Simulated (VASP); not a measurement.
# BP (e600) (F-43m) in VASP: further runs

Runs on BP (e600). Level: PBE. Tasks: vibrations by perturbation theory.

Everything below comes from runs of VASP 6.6.1. Logs are shortened: lines on timing, memory, paths and dates and some standing lists are left out, and cuts for length are marked.

## (1) The cell of the first run

Symmetry: F-43m, No. 216, cubic system. The conventional cell has a = 4.518 Å, b = 4.518 Å, c = 4.518 Å, α = 90.00°, β = 90.00°, γ = 90.00°. Within 2.6 Å of B (site symmetry -43m) lie 4 P at 1.96 Å. P (site symmetry -43m) has 4 B at 1.96 Å within 2.6 Å.

## (2) Vibrations by perturbation theory, PBE (phonons at volume x 0.98)

Input file INCAR:

```
PREC = Accurate
ENCUT = 500
EDIFF = 1E-8
ISMEAR = 0
SIGMA = 0.01
LREAL = F
LASPH = T
NELM = 120
ALGO = Normal
ISIF = 2
LWAVE = F
LCHARG = F
GGA = PE
IBRION = 8
NSW = 1
LEPSILON = T
GGA_COMPAT = F
```

Input file KPOINTS:

```
regular mesh
0
Gamma
  10 10 10
```

Input file POSCAR:

```
BP
1.0
    0.0000000000      2.2588722474      2.2588722474
    2.2588722474      0.0000000000      2.2588722474
    2.2588722474      2.2588722474      0.0000000000
B P
1 1
Direct
    0.0000000000      0.0000000000      0.0000000000
    0.2500000000      0.2500000000      0.2500000000
```

Potentials or basis: VASP PAW PBE potentials, release 64 (B, P).

Run with:

```console
$ cat potpaw_PBE.64/B/POTCAR potpaw_PBE.64/P/POTCAR > POTCAR
$ mpirun -np 1 vasp_std > vasp.out
```

OUTCAR:

```text
PREC = Accurate
   ENCUT = 500
   EDIFF = 1E-8
   ISMEAR = 0
   LREAL = F
   LASPH = T
   NELM = 120
   ISIF = 2
   GGA = PE
   IBRION = 8
   NSW = 1
   LEPSILON = T

 ion  position               nearest neighbor table
   1  0.000  0.000  0.000-   2 1.96   2 1.96   2 1.96   2 1.96
   2  0.250  0.250  0.250-   1 1.96   1 1.96   1 1.96   1 1.96

  LATTYP: Found a face centered cubic cell.
 ALAT       =     4.5177444948

  Lattice vectors:

 A1 = (   0.0000000000,   2.2588722474,   2.2588722474)
 A2 = (   2.2588722474,   0.0000000000,   2.2588722474)
 A3 = (   2.2588722474,   2.2588722474,   0.0000000000)

Analysis of symmetry for initial positions (statically):
=====================================================================
 Subroutine PRICEL returns:
 Original cell was already a primitive cell.

 Routine SETGRP: Setting up the symmetry group for a
 face centered cubic supercell.

 Subroutine GETGRP returns: Found 24 space group operations
 (whereof 24 operations were pure point group operations)
 out of a pool of 48 trial point group operations.

The static configuration has the point symmetry T_d .

Analysis of symmetry for dynamics (positions and initial velocities):
=====================================================================
 Subroutine PRICEL returns:
 Original cell was already a primitive cell.

 Routine SETGRP: Setting up the symmetry group for a
 face centered cubic supercell.

 Subroutine GETGRP returns: Found 24 space group operations
 (whereof 24 operations were pure point group operations)
 out of a pool of 48 trial point group operations.

The dynamic configuration has the point symmetry T_d .

 Subroutine INISYM returns: Found 24 space group operations
 (whereof 24 operations are pure point group operations),
 and found     1 'primitive' translations

----------------------------------------------------------------------------------------
[... 495 lines left out ...]
     0.00000 -7.36467 -0.00002

 MACROSCOPIC STATIC DIELECTRIC TENSOR (including local field effects in DFT)
 ------------------------------------------------------
           9.266437    -0.000000     0.000000
          -0.000000     9.266437    -0.000000
          -0.000000     0.000000     9.266437
 ------------------------------------------------------

 PIEZOELECTRIC TENSOR (including local field effects)  for field in x, y, z        (e  Angst)
          XX          YY          ZZ          XY          YZ          ZX
  --------------------------------------------------------------------------------
  x     0.00000     0.00000    -0.00000     0.00000     0.19132     0.00000
  y     0.00000    -0.00000    -0.00000     0.00000     0.00000     0.19132
  z     0.00000     0.00000     0.00000     0.19132     0.00000     0.00000

 PIEZOELECTRIC TENSOR (including local field effects)  for field in x, y, z        (C/m^2)
          XX          YY          ZZ          XY          YZ          ZX
  --------------------------------------------------------------------------------
  x     0.00000     0.00000    -0.00000     0.00000     0.13297     0.00000
  y     0.00000    -0.00000    -0.00000     0.00000     0.00000     0.13297
  z     0.00000     0.00000     0.00000     0.13297     0.00000     0.00000

 BORN EFFECTIVE CHARGES (including local field effects) (in |e|, cummulative output)
 ---------------------------------------------------------------------------------
 ion    1
    1    -0.54022    -0.00000     0.00000
    2     0.00000    -0.54022    -0.00000
    3     0.00000    -0.00000    -0.54022
 ion    2
    1     0.54022     0.00000    -0.00000
    2    -0.00000     0.54022     0.00000
    3    -0.00000     0.00000     0.54022

 INTERNAL STRAIN TENSOR FOR ION    2 for displacements in x,y,z  (eV/Angst):
          X           Y           Z          XY          YZ          ZX
  --------------------------------------------------------------------------------
  x     0.00000     0.00000     0.00000     0.00000    -7.36467     0.00000
  y     0.00000    -0.00000     0.00000     0.00000     0.00000    -7.36467
  z     0.00000     0.00000     0.00000    -7.36467     0.00000     0.00000

 SECOND DERIVATIVES (NOT SYMMETRIZED)
 ------------------------------------
               1X          1Y          1Z          2X          2Y          2Z
  1X   -19.561761    0.000000    0.000000   19.561761    0.000000    0.000000
  1Y     0.000000  -19.561761    0.000000    0.000000   19.561761    0.000000
  1Z     0.000000    0.000000  -19.561761    0.000000    0.000000   19.561761
  2X    19.568292    0.000000    0.000000  -19.568292    0.000000    0.000000
  2Y     0.000000   19.568292    0.000000    0.000000  -19.568292    0.000000
  2Z     0.000000    0.000000   19.568292    0.000000    0.000000  -19.568292

 Eigenvectors and eigenvalues of the dynamical matrix
 ----------------------------------------------------

   1 f  =   24.425985 THz   153.472988 2PiTHz  814.763146 cm-1   101.017710 meV
             X         Y         Z           dx          dy          dz
      0.000000  0.000000  0.000000    -0.000000   -0.000000   -0.860934
      1.129436  1.129436  1.129436    -0.000000   -0.000000    0.508717
[... 21 lines left out ...]
   6 f/i=    0.001786 THz     0.011219 2PiTHz    0.059558 cm-1     0.007384 meV
             X         Y         Z           dx          dy          dz
      0.000000  0.000000  0.000000    -0.242801   -0.446308    0.025498
      1.129436  1.129436  1.129436    -0.410908   -0.755314    0.043152

--------------------------------------------------------------------------------------------------------

 MACROSCOPIC STATIC DIELECTRIC TENSOR IONIC CONTRIBUTION
 ------------------------------------------------------
           0.117091    -0.000000    -0.000000
          -0.000000     0.117091    -0.000000
          -0.000000     0.000000     0.117091
 ------------------------------------------------------

 ELASTIC MODULI CONTR FROM IONIC RELAXATION (kBar)
 Direction    XX          YY          ZZ          XY          YZ          ZX
 --------------------------------------------------------------------------------
 XX          -0.0000      0.0000      0.0000     -0.0000      0.0000      0.0000
 YY           0.0000     -0.0000      0.0000     -0.0000     -0.0000     -0.0000
 ZZ           0.0000      0.0000     -0.0000      0.0000     -0.0000      0.0000
 XY          -0.0000     -0.0000      0.0000   -203.9205      0.0000      0.0000
 YZ           0.0000     -0.0000     -0.0000      0.0000   -203.9205      0.0000
 ZX           0.0000     -0.0000      0.0000     -0.0000      0.0000   -203.9205
 --------------------------------------------------------------------------------

 PIEZOELECTRIC TENSOR IONIC CONTR  for field in x, y, z        (C/m^2)
          XX          YY          ZZ          XY          YZ          ZX
  --------------------------------------------------------------------------------
  x     0.00000    -0.00000    -0.00000     0.00000    -0.14540     0.00000
  y     0.00000    -0.00000     0.00000    -0.00000     0.00000    -0.14540
  z    -0.00000    -0.00000     0.00000    -0.14540     0.00000     0.00000
```

Wall time 83 s (1 thread of Intel Xeon 6975P-C (Granite Rapids), shared host); peak memory 0.2 GiB.

Results:

| Quantity | Value |
| --- | --- |
| Electronic dielectric tensor (diagonal) | 9.27 |
| Born charges (mean of the diagonal) | B -0.54; P +0.54 e |
| Highest phonon frequency at Γ, LO-TO splitting left out | 815 cm⁻¹ |

Phonon frequencies in cm⁻¹ (negative: imaginary):
| q point | frequencies |
| --- | --- |
| (0.000, 0.000, 0.000) | 0 0 0 815 815 815 |

Electronic dielectric tensor:
```
9.27 0.00 0.00
0.00 9.27 0.00
0.00 0.00 9.27
```

Born effective charge tensors (e):
atom 1, B
```
-0.54  0.00  0.00
 0.00 -0.54  0.00
 0.00  0.00 -0.54
```
atom 2, P
```
0.54 0.00 0.00
0.00 0.54 0.00
0.00 0.00 0.54
```

Caveat: the cell differs from its parent crystal (phonons at volume x 0.98); the cell wasn't relaxed at this level first, which shifts response properties.

## (3) Vibrations by perturbation theory, PBE

This run uses another cell than the first one, of 11.76 Å³/atom, 1.020 times its volume.

Input file INCAR:

```
SYSTEM = BP
PREC = Accurate
ENCUT = 500
EDIFF = 1E-8
ISMEAR = 0
SIGMA = 0.01
LREAL = .False.
LASPH = .True.
NELM = 120
ALGO = Normal
ISIF = 2
LWAVE = .False.
LCHARG = .True.
GGA = PE
NBANDS = 11
IBRION = 8
NSW = 1
LEPSILON = .True.
GGA_COMPAT = .False.
```

Input file KPOINTS:

```
Automatic mesh
0
Gamma
  10 10 10
  0 0 0
```

Input file POSCAR:

```
BP
1.0
    0.0000000000      2.2741353607      2.2741353607
    2.2741353607      0.0000000000      2.2741353607
    2.2741353607      2.2741353607      0.0000000000
B P
1 1
Direct
    0.0000000000      0.0000000000      0.0000000000
    0.2500000000      0.2500000000      0.2500000000
```

Potentials or basis: VASP PAW PBE potentials, release 64 (B, P).

Run with:

```console
$ cat potpaw_PBE.64/B/POTCAR potpaw_PBE.64/P/POTCAR > POTCAR
$ mpirun -np 1 vasp_std > vasp.out
```

OUTCAR:

```text
SYSTEM = BP
   PREC = Accurate
   ENCUT = 500
   EDIFF = 1E-8
   ISMEAR = 0
   LREAL = .False.
   LASPH = .True.
   NELM = 120
   ISIF = 2
   GGA = PE
   IBRION = 8
   NSW = 1
   LEPSILON = .True.

 ion  position               nearest neighbor table
   1  0.000  0.000  0.000-   2 1.97   2 1.97   2 1.97   2 1.97
   2  0.250  0.250  0.250-   1 1.97   1 1.97   1 1.97   1 1.97

  LATTYP: Found a face centered cubic cell.
 ALAT       =     4.5482707214

  Lattice vectors:

 A1 = (   0.0000000000,   2.2741353607,   2.2741353607)
 A2 = (   2.2741353607,   0.0000000000,   2.2741353607)
 A3 = (   2.2741353607,   2.2741353607,   0.0000000000)

Analysis of symmetry for initial positions (statically):
[... 638 lines left out ...]
  z     0.00000     0.00000     0.00000    -6.48777     0.00000     0.00000

 SECOND DERIVATIVES (NOT SYMMETRIZED)
 ------------------------------------
               1X          1Y          1Z          2X          2Y          2Z
  1X   -18.789158    0.000000    0.000000   18.789158    0.000000    0.000000
  1Y     0.000000  -18.789158    0.000000    0.000000   18.789158    0.000000
  1Z     0.000000    0.000000  -18.789158    0.000000    0.000000   18.789158
  2X    18.792353    0.000000    0.000000  -18.792353    0.000000    0.000000
  2Y     0.000000   18.792353    0.000000    0.000000  -18.792353    0.000000
  2Z     0.000000    0.000000   18.792353    0.000000    0.000000  -18.792353

 Eigenvectors and eigenvalues of the dynamical matrix
 ----------------------------------------------------

   1 f  =   23.938259 THz   150.408517 2PiTHz  798.494367 cm-1    99.000639 meV
             X         Y         Z           dx          dy          dz
      0.000000  0.000000  0.000000     0.000000    0.860952    0.000000
      1.137068  1.137068  1.137068     0.000000   -0.508686    0.000000
[... 21 lines left out ...]
   6 f/i=    0.000891 THz     0.005601 2PiTHz    0.029733 cm-1     0.003686 meV
             X         Y         Z           dx          dy          dz
      0.000000  0.000000  0.000000     0.000000    0.000000   -0.508686
      1.137068  1.137068  1.137068     0.000000    0.000000   -0.860952

--------------------------------------------------------------------------------------------------------

 MACROSCOPIC STATIC DIELECTRIC TENSOR IONIC CONTRIBUTION
 ------------------------------------------------------
           0.092192    -0.000000     0.000000
          -0.000000     0.092192    -0.000000
           0.000000    -0.000000     0.092192
 ------------------------------------------------------

 ELASTIC MODULI CONTR FROM IONIC RELAXATION (kBar)
 Direction    XX          YY          ZZ          XY          YZ          ZX
 --------------------------------------------------------------------------------
 XX          -0.0000      0.0000      0.0000     -0.0000      0.0000      0.0000
 YY           0.0000     -0.0000      0.0000     -0.0000     -0.0000     -0.0000
 ZZ           0.0000      0.0000     -0.0000      0.0000     -0.0000      0.0000
 XY          -0.0000     -0.0000      0.0000   -162.4366      0.0000      0.0000
 YZ           0.0000     -0.0000     -0.0000      0.0000   -162.4366      0.0000
 ZX           0.0000     -0.0000      0.0000      0.0000      0.0000   -162.4366
 --------------------------------------------------------------------------------

 PIEZOELECTRIC TENSOR IONIC CONTR  for field in x, y, z        (C/m^2)
          XX          YY          ZZ          XY          YZ          ZX
  --------------------------------------------------------------------------------
  x     0.00000    -0.00000    -0.00000    -0.00000    -0.11515     0.00000
  y     0.00000    -0.00000     0.00000     0.00000     0.00000    -0.11515
  z    -0.00000    -0.00000     0.00000    -0.11515     0.00000     0.00000
```

OSZICAR:

```text
N       E                     dE             d eps       ncg     rms          rms(c)
DAV:   1     0.820850530415E+01    0.82085E+01   -0.38474E+03  1034   0.636E+02
DAV:   2    -0.130626947353E+02   -0.21271E+02   -0.20129E+02  1420   0.105E+02
DAV:   3    -0.136215757483E+02   -0.55888E+00   -0.55755E+00  1305   0.150E+01
DAV:   4    -0.136237119781E+02   -0.21362E-02   -0.21360E-02  1182   0.111E+00
[... 150 lines left out ...]
RMM:   7    -0.410131058828E-01    0.18901E-05   -0.28404E-07  6331   0.727E-04    0.111E-04
RMM:   8    -0.410124730408E-01    0.63284E-06   -0.34491E-08  6542   0.818E-05    0.484E-05
RMM:   9    -0.410124483091E-01    0.24732E-07   -0.57942E-08  6517   0.351E-05    0.160E-05
RMM:  10    -0.410124598330E-01   -0.11524E-07    0.14369E-08  6722   0.849E-06    0.838E-06
RMM:  11    -0.410124565625E-01    0.32705E-08    0.13768E-08  6048   0.276E-06    0.296E-07
 Linear response finished
```

stdout:

```text
POSCAR found type information on POSCAR B P
 POSCAR found :  2 types and       2 ions
 scaLAPACK will be used
 LDA part: xc-table for (Slater+PW92), standard interpolation
 POSCAR, INCAR and KPOINTS ok, starting setup
 FFT: planning ... GRIDC
 FFT: planning ... GRID_SOFT
 FFT: planning ... GRID
 WAVECAR not read
 entering main loop
[... 23 lines left out ...]
  Direction:   3
 dielectric tensor                  component  3 :     1.609     2.058     9.274
 Linear response DOF=           2
 Linear response progress:
 first order change of Fermi-energy   0.11597E-03
 force on displaced ion       1 direction 1 : -18.789  -0.000  -0.000
 Born effective charge ion    1 direction 1 :  -0.481   0.000   0.000
 Linear response progress:
 first order change of Fermi-energy   0.11936E-03
 force on displaced ion       2 direction 1 : -18.792   0.000   0.000
 Born effective charge ion    2 direction 1 :   0.464   0.000   0.000
 Born effective charges drift removed
 Linear response finished
```

Run time: 1.7 min. Hardware: 1 thread of Intel Xeon 6975P-C (Granite Rapids), shared host; peak memory 0.22 GiB.

What came out:

```yaml
Electronic_dielectric_tensor_diagonal: 9.27
Born_charges_mean_of_the_diagonal: B -0.47; P +0.47 e
Highest_phonon_frequency_at_Γ_LO-TO_splitting_left_out: 798 cm⁻¹
```

Phonon frequencies in cm⁻¹ (negative: imaginary):
```
              q point        frequencies
(0.000, 0.000, 0.000)  0 0 0 798 798 798
```

Electronic dielectric tensor:
```
9.27 0.00 0.00
0.00 9.27 0.00
0.00 0.00 9.27
```

Born effective charge tensors (e):
atom 1, B
```
-0.47  0.00  0.00
 0.00 -0.47  0.00
 0.00  0.00 -0.47
```
atom 2, P
```
0.47 0.00 0.00
0.00 0.47 0.00
0.00 0.00 0.47
```
